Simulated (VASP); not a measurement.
# BN (P-1) in VASP: a series of runs

The runs below take BN through single point, with PBEsol.

Program: VASP 6.6.1. These are calculated values, not measurements. Logs are shortened: lines on timing, memory, paths and dates and some standing lists are left out, and cuts for length are marked.

### Step 1. The cell of the first run

The typed cell holds 4 atoms: a = 2.504 Å, b = 2.526 Å, c = 6.662 Å, α = 90.41°, β = 91.14°, γ = 120.85°.

### Step 2. Single point, PBEsol (equal xy, yz and zx shear strains of -2 %)

INCAR

```
PREC = Accurate ; ENCUT = 520
EDIFF = 1E-7 ; ISMEAR = -1
SIGMA = 0.02 ; LREAL = F
LASPH = T ; NELM = 80
ALGO = Normal ; ISIF = 2
LWAVE = F ; LCHARG = F
GGA = PS ; NBANDS = 16
```

KPOINTS

```
regular mesh
0
Gamma
  11 11 4
```

POSCAR

```
BN
1.0
    2.5039917043     -0.0250399170     -0.0250399170
   -1.2736810565      2.1810403853     -0.0091652458
   -0.0666120000     -0.0666120000      6.6612000000
B N
2 2
Direct
    0.3333333333      0.6666666667      0.2500000000
    0.6666666667      0.3333333333      0.7500000000
    0.3333333333      0.6666666667      0.7500000000
    0.6666666667      0.3333333333      0.2500000000
```

Potentials or basis: VASP PAW PBE potentials, release 64 (B, N).

Run with:

```sh
cat potpaw_PBE.64/B/POTCAR potpaw_PBE.64/N/POTCAR > POTCAR
mpirun -np 1 vasp_std > vasp.out
```

OUTCAR:

```text
PREC = Accurate
   ENCUT = 520
   EDIFF = 1E-7
   ISMEAR = -1
   LREAL = F
   LASPH = T
   NELM = 80
   ISIF = 2
   GGA = PS

 ion  position               nearest neighbor table
   1  0.333  0.667  0.250-   4 1.43   4 1.45   4 1.46
   2  0.667  0.333  0.750-   3 1.43   3 1.45   3 1.46
   3  0.333  0.667  0.750-   2 1.43   2 1.45   2 1.46
   4  0.667  0.333  0.250-   1 1.43   1 1.45   1 1.46

  LATTYP: Found a triclinic cell.
 ALAT       =     2.4825737255
 B/A-ratio  =     1.0087281861
 C/A-ratio  =     2.6834514594
 COS(alpha) =     0.0198960208
 COS(beta)  =     0.0274156886
 COS(gamma) =     0.4869832429

  Lattice vectors:

 A1 = (   1.2303106478,   2.1560004683,  -0.0342051628)
 A2 = (   2.5039917043,  -0.0250399170,  -0.0250399170)
 A3 = (   0.0666120000,   0.0666120000,  -6.6612000000)

Analysis of symmetry for initial positions (statically):
=====================================================================
 Subroutine PRICEL returns:
 Original cell was already a primitive cell.

 Routine SETGRP: Setting up the symmetry group for a
 triclinic supercell.

 Subroutine GETGRP returns: Found  2 space group operations
 (whereof  2 operations were pure point group operations)
 out of a pool of  2 trial point group operations.

The static configuration has the point symmetry S_2 .

Analysis of symmetry for dynamics (positions and initial velocities):
=====================================================================
 Subroutine PRICEL returns:
 Original cell was already a primitive cell.

 Routine SETGRP: Setting up the symmetry group for a
 triclinic supercell.

 Subroutine GETGRP returns: Found  2 space group operations
 (whereof  2 operations were pure point group operations)
 out of a pool of  2 trial point group operations.

The dynamic configuration has the point symmetry S_2 .

 Subroutine INISYM returns: Found  2 space group operations
 (whereof  2 operations are pure point group operations),
 and found     1 'primitive' translations

----------------------------------------------------------------------------------------

                                     Primitive cell

  volume of cell :      36.1591

  direct lattice vectors                    reciprocal lattice vectors
     2.503991704 -0.025039917 -0.025039917     0.401772521  0.234653325  0.006364258
    -1.273681057  2.181040385 -0.009165246     0.004658961  0.461237095  0.004658961
    -0.066612000 -0.066612000  6.661200000     0.001516701  0.001516701  0.150153435

  length of vectors
     2.504242091  2.525724569  6.661866087     0.465321229  0.461284152  0.150168754

  position of ions in fractional coordinates (direct lattice)
     0.333333333  0.666666667  0.250000000
     0.666666667  0.333333333  0.750000000
     0.333333333  0.666666667  0.750000000
     0.666666667  0.333333333  0.250000000

  ion indices of the primitive-cell ions
   primitive index   ion index
                 1           1
                 2           2
                 3           3
                 4           4

----------------------------------------------------------------------------------------

 KPOINTS: regular mesh

Automatic generation of k-mesh.
 Grid dimensions read from file:
 generate k-points for:   11   11    4

 Generating k-lattice:

  Cartesian coordinates                     Fractional coordinates (reciprocal lattice)
     0.036524775  0.021332120  0.000578569     0.090909091  0.000000000  0.000000000
     0.000423542  0.041930645  0.000423542    -0.000000000  0.090909091  0.000000000
     0.000379175  0.000379175  0.037538359    -0.000000000  0.000000000  0.250000000

  Length of vectors
     0.042301930  0.041934923  0.037542189

  Shift w.r.t. Gamma in fractional coordinates (k-lattice)
     0.000000000  0.000000000  0.000000000

 Subroutine IBZKPT returns following result:
 ===========================================

 Found    243 irreducible k-points:

 Following reciprocal coordinates:
            Coordinates               Weight
  0.000000  0.000000  0.000000      1.000000
  0.090909  0.000000 -0.000000      2.000000
  0.181818 -0.000000  0.000000      2.000000
  0.272727  0.000000  0.000000      2.000000
  0.363636  0.000000 -0.000000      2.000000
  0.454545 -0.000000  0.000000      2.000000
[... 16 lines left out ...]
  0.454545  0.181818 -0.000000      2.000000
 -0.454545  0.181818 -0.000000      2.000000
 [... further k-points ...]
   k-points           NKPTS =    243   k-points in BZ     NKDIM =    243   number of bands    NBANDS=     16
   number of dos      NEDOS =    301   number of ions     NIONS =      4
   total plane-waves  NPLWV =  20000
   dimension x,y,z NGX =    20 NGY =   20 NGZ =   50
   dimension x,y,z NGXF=    40 NGYF=   40 NGZF=  100
   ions per type =               2   2
   NGX,Y,Z   is equivalent  to a cutoff of  13.28, 13.16, 12.48 a.u.
   NGXF,Y,Z  is equivalent  to a cutoff of  26.55, 26.33, 24.95 a.u.
 SYSTEM =  unknown system
   PREC   = accura    normal or accurate (medium, high low for compatibility)
   ISTART =      0    job   : 0-new  1-cont  2-samecut
   ICHARG =      2    charge: 1-file 2-atom 10-const
   ISPIN  =      1    spin polarized calculation?
   LNONCOLLINEAR =      F non collinear calculations
   LSORBIT =      F    spin-orbit coupling
   LASPH  =      T    aspherical Exc in radial PAW
   ENCUT  =  520.0 eV  38.22 Ry    6.18 a.u.   4.66  4.70 12.39*2*pi/ulx,y,z
   NELM   =     80;   NELMIN=  2; NELMDL= -5     # of ELM steps
   EDIFF  = 0.1E-06   stopping-criterion for ELM
   LREAL  =      F    real-space projection
   EDIFFG = 0.1E-05   stopping-criterion for IOM
   NSW    =      0    number of steps for IOM
   IBRION =     -1    ionic relax: 0-MD 1-quasi-New 2-CG
   NFREE  =      0    steps in history (QN), initial steepest desc. (CG)
   ISIF   =      2    stress and relaxation
   ISYM   =      2    0-nonsym 1-usesym 2-fastsym
   POTIM  = 0.5000    time-step for ionic-motion
   TEBEG  =    0.0;   TEEND  =   0.0 temperature during run
   PSTRESS=    0.0 pullay stress
   NELECT =      16.0000    total number of electrons
   NUPDOWN=      -1.0000    fix difference up-down
   EMIN   =  10.00;   EMAX   =-10.00  energy-range for DOS
   EFERMI =   0.00;   METHOD = LEGACY
   ISMEAR =    -1;   SIGMA  =   0.02  broadening in eV -4-tet -1-fermi 0-gaus
   EFERMI_NEDOS =   21; number of points for ismear=-14 and -15
   IALGO  =     38    algorithm
   IMIX   =      4    mixing-type and parameters
     AMIX     =   0.40;   BMIX     =  1.00
     AMIX_MAG =   1.60;   BMIX_MAG =  1.00
  volume/ion in A,a.u.               =       9.04        61.00
  Fermi-wavevector in a.u.,A,eV,Ry     =   1.247505  2.357442 21.174318  1.556268
  Thomas-Fermi vector in A             =   2.381634
   LORBIT       =      0    0 simple, 1 ext, 2 COOP (PROOUT), +10 PAW based schemes
   GGA     = PS    functional components
   LHFCALC =     F    Hartree Fock is set to
   AEXX    =    0.0000 exact exchange contribution
   IVDW    =     0    specifies the selected vdW correction
   LEPSILON=     F    determine dielectric tensor
   LRPA    =     F    only Hartree local field effects (RPA)
 non-spin polarized calculation
  energy-cutoff  :      520.00
  volume of cell :       36.16
 maximum number of plane-waves:       987
   NGX =  9   NGY =  9   NGZ = 25

 number of electron      15.9999998 magnetization

 Free energy of the ion-electron system (eV)
  ---------------------------------------------------
  ext. energy  EPLUGINS =         0.00000000
  ---------------------------------------------------
  free energy    TOTEN  =       -36.54882826 eV

  energy without entropy =      -36.54882826  energy(sigma->0) =      -36.54882826

 E-fermi :   2.7015     XC(G=0): -10.2843

 val. band max:        2.2015371184   @ k =   0.3636   0.2727  -0.0000
 cond. band min:       6.3586672487   @ k =   0.4545   0.4545   0.0000
 fundamental gap:      4.1571301304
 Fermi energy:         2.7015324812

 k-point     1 :       0.0000    0.0000    0.0000
  band No.  band energies     occupation
      1     -15.5915      2.00000
      2     -15.2942      2.00000
      3      -4.1141      2.00000
      4      -1.9635      2.00000
      5       0.8140      2.00000
      6       0.8515      2.00000
[... 8 lines left out ...]
     15      14.5741      0.00000
     16      15.1615      0.00000

 k-point     2 :       0.0909    0.0000   -0.0000
  band No.  band energies     occupation
      1     -15.4259      2.00000
      2     -15.1342      2.00000
      3      -3.8864      2.00000
      4      -1.7596      2.00000
      5       0.2564      2.00000
      6       0.2839      2.00000
[... 8 lines left out ...]
     15      14.5736      0.00000
     16      15.2141      0.00000

 k-point     3 :       0.1818   -0.0000    0.0000
  band No.  band energies     occupation
      1     -14.9393      2.00000
      2     -14.6649      2.00000
      3      -3.2130      2.00000
      4      -1.3494      2.00000
      5      -1.3145      2.00000
      6      -1.1622      2.00000
[... 8 lines left out ...]
     15      16.2685      0.00000
     16      16.5252      0.00000

 k-point     4 :       0.2727    0.0000    0.0000
  band No.  band energies     occupation
      1     -14.1710      2.00000
      2     -13.9277      2.00000
      3      -3.3436      2.00000
      4      -3.2840      2.00000
      5      -2.1306      2.00000
      6      -1.0967      2.00000
[... 8 lines left out ...]
     15      17.6566      0.00000
     16      18.8388      0.00000
[... 324 lines left out ...]
 k-point    22 :       0.3636    0.1818    0.0000
  band No.  band energies     occupation
      1     -12.1257      2.00000
      2     -12.0436      2.00000
      3      -6.2062      2.00000
      4      -6.1353      2.00000
      5      -3.5694      2.00000
      6      -3.4945      2.00000
[... 8 lines left out ...]
     15      16.8403      0.00000
     16      19.8386      0.00000

 k-point    23 :       0.4545    0.1818   -0.0000
  band No.  band energies     occupation
      1     -12.1463      2.00000
      2     -12.0601      2.00000
      3      -6.1747      2.00000
      4      -6.1030      2.00000
      5      -3.5844      2.00000
      6      -3.5109      2.00000
[... 8 lines left out ...]
     15      16.9538      0.00000
     16      19.8353      0.00000

 k-point    24 :      -0.4545    0.1818   -0.0000
  band No.  band energies     occupation
      1     -12.8887      2.00000
      2     -12.7162      2.00000
      3      -5.1280      2.00000
      4      -5.0883      2.00000
      5      -3.1088      2.00000
      6      -3.0476      2.00000
[... 8 lines left out ...]
     15      16.9619      0.00000
     16      19.1022      0.00000

 [... further k-points ...]

------------------------ aborting loop because EDIFF is reached ----------------------------------------

  FORCE on cell =-STRESS in cart. coord.  units (eV):
  Direction    XX          YY          ZZ          XY          YZ          ZX
  --------------------------------------------------------------------------------------
  -------------------------------------------------------------------------------------
  Total        0.1993117      0.1956698      0.1639297      1.6763896      0.0030779      0.0030448
  in kB        8.8313210      8.6699530      7.2635759     74.2793079      0.1363783      0.1349138
  external PRESSURE =       8.2549500 kB  Pullay stress =       0.0000000 kB

 VOLUME and BASIS-vectors are now :
 -----------------------------------------------------------------------------
  energy-cutoff  :      520.00
  volume of cell :       36.16
      direct lattice vectors                 reciprocal lattice vectors
     2.503991704 -0.025039917 -0.025039917     0.401772521  0.234653325  0.006364258
    -1.273681057  2.181040385 -0.009165246     0.004658961  0.461237095  0.004658961
    -0.066612000 -0.066612000  6.661200000     0.001516701  0.001516701  0.150153435

 POSITION                                       TOTAL-FORCE (eV/Angst)
 -----------------------------------------------------------------------------------
     -0.03111      1.42903      1.65084         0.260507      0.012251     -0.003226
      1.19481      0.66036      4.97615        -0.260507     -0.012251      0.003226
     -0.06442      1.39572      4.98144         0.264600      0.012305     -0.002521
      1.22811      0.69367      1.64555        -0.264600     -0.012305      0.002521
 -----------------------------------------------------------------------------------
    total drift:                                0.000000     -0.000000     -0.000000

  FREE ENERGIE OF THE ION-ELECTRON SYSTEM (eV)
  ---------------------------------------------------
  free  energy   TOTEN  =       -36.5488282643 eV

  energy  without entropy=      -36.5488282643  energy(sigma->0) =      -36.54882826
```

Run time: 2.1 min. Hardware: 1 thread of Intel Xeon Platinum 8259CL at 2.50GHz (Skylake/Cascade Lake), shared host; peak memory 0.23 GiB.

Results:

```yaml
Free_energy: -36.5488 eV
Pressure: 0.8 GPa
Largest_force: 0.265 eV/Å
Band_gap_on_the_k_mesh: 4.16 eV (least direct gap 4.56 eV)
```

Forces on the atoms (eV/Å):
```
B    0.261  0.012 -0.003
B   -0.261 -0.012  0.003
N    0.265  0.012 -0.003
N   -0.265 -0.012  0.003
```

Levels at points of the mesh, in eV from the valence-band top:
| k point | band 5 | band 6 | band 7 | band 8 | band 9 | band 10 | band 11 | band 12 |
| --- | --- | --- | --- | --- | --- | --- | --- | --- |
| (0.00, 0.00, 0.00) | -1.39 | -1.35 | -1.29 | -1.26 | 5.00 | 10.11 | 11.16 | 11.36 |
| (0.00, 0.00, 0.50) | -1.37 | -1.37 | -1.27 | -1.27 | 7.38 | 7.38 | 11.28 | 11.29 |

Caveat: the cell differs from its parent crystal (equal xy, yz and zx shear strains of -2 %); the PAW data sets were made with another functional, which shifts forces and pressure a little; an odd mesh through Γ misses points on the zone boundary, where band edges can lie.

### Step 3. Single point, PBEsol (equal xy, yz and zx shear strains of +1 %)

INCAR

```
  PREC = Accurate
  ENCUT = 520
  EDIFF = 1E-7
  ISMEAR = -1
  SIGMA = 0.02
  LREAL = F
  LASPH = T
  NELM = 60
  ALGO = Normal
  ISIF = 2
  LWAVE = F
  LCHARG = T
  GGA = PS
  LELF = T
  LVHAR = T
  NBANDS = 16
```

KPOINTS

```
Automatic mesh
0
Gamma
  11 11 4
```

POSCAR

```
BN
1.0
    2.5039917043      0.0125199585      0.0125199585
   -1.2411532501      2.1622604475      0.0045826229
    0.0333060000      0.0333060000      6.6612000000
B N
2 2
Direct
    0.3333333333      0.6666666667      0.2500000000
    0.6666666667      0.3333333333      0.7500000000
    0.3333333333      0.6666666667      0.7500000000
    0.6666666667      0.3333333333      0.2500000000
```

Potentials or basis: VASP PAW PBE potentials, release 64 (B, N).

Run with:

```sh
cat potpaw_PBE.64/B/POTCAR potpaw_PBE.64/N/POTCAR > POTCAR
mpirun -np 1 vasp_std > vasp.out
```

OUTCAR:

```text
PREC = Accurate
   ENCUT = 520
   EDIFF = 1E-7
   ISMEAR = -1
   LREAL = F
   LASPH = T
   NELM = 60
   ISIF = 2
   GGA = PS

 ion  position               nearest neighbor table
   1  0.333  0.667  0.250-   4 1.44   4 1.45   4 1.45
   2  0.667  0.333  0.750-   3 1.44   3 1.45   3 1.45
   3  0.333  0.667  0.750-   2 1.44   2 1.45   2 1.45
   4  0.667  0.333  0.250-   1 1.44   1 1.45   1 1.45

  LATTYP: Found a triclinic cell.
 ALAT       =     2.5040543033
 B/A-ratio  =     0.9956498026
[... 656 lines left out ...]
  Direction    XX          YY          ZZ          XY          YZ          ZX
  --------------------------------------------------------------------------------------
  -------------------------------------------------------------------------------------
  Total        0.1782817      0.1774096      0.1599052     -0.8444273     -0.0139310     -0.0139970
  in kB        7.8977072      7.8590704      7.0836454    -37.4073083     -0.6171311     -0.6200556
  external PRESSURE =       7.6134743 kB  Pullay stress =       0.0000000 kB

 VOLUME and BASIS-vectors are now :
 -----------------------------------------------------------------------------
  energy-cutoff  :      520.00
  volume of cell :       36.17
      direct lattice vectors                 reciprocal lattice vectors
     2.503991704  0.012519958  0.012519958     0.398235034  0.228596453 -0.003134157
    -1.241153250  2.162260448  0.004582623    -0.002294362  0.461166859 -0.002294362
     0.033306000  0.033306000  6.661200000    -0.000746918 -0.000746918  0.150130570

 POSITION                                       TOTAL-FORCE (eV/Angst)
 -----------------------------------------------------------------------------------
      0.01555      1.45401      1.67253        -0.130849      0.003117     -0.000740
      1.28059      0.75408      5.00577         0.130849     -0.003117      0.000740
      0.03221      1.47066      5.00313        -0.132323      0.003128     -0.000594
      1.26394      0.73743      1.67517         0.132323     -0.003128      0.000594
 -----------------------------------------------------------------------------------
    total drift:                                0.000000     -0.000000     -0.000000

  FREE ENERGIE OF THE ION-ELECTRON SYSTEM (eV)
  ---------------------------------------------------
  free  energy   TOTEN  =       -36.5616068223 eV

  energy  without entropy=      -36.5616068223  energy(sigma->0) =      -36.56160682
```

It took 2 min on 1 thread of Intel Xeon Platinum 8259CL at 2.50GHz (Skylake/Cascade Lake), shared host; peak memory 0.23 GiB.

Results:

```
Free energy            : -36.5616 eV
Pressure               : 0.8 GPa
Largest force          : 0.132 eV/Å
Band gap on the k mesh : 4.19 eV (least direct gap 4.59 eV)
```

Forces in eV/Å, atoms in the order of the input:
```
B   -0.131  0.003 -0.001
B    0.131 -0.003  0.001
N   -0.132  0.003 -0.001
N    0.132 -0.003  0.001
```

Stress tensor (GPa, compression positive):
```
 0.79 -3.74 -0.06
-3.74  0.79 -0.06
-0.06 -0.06  0.71
```

Caveat: the cell differs from its parent crystal (equal xy, yz and zx shear strains of +1 %); the PAW data sets were made with another functional, which shifts forces and pressure a little; an odd mesh through Γ misses points on the zone boundary, where band edges can lie.
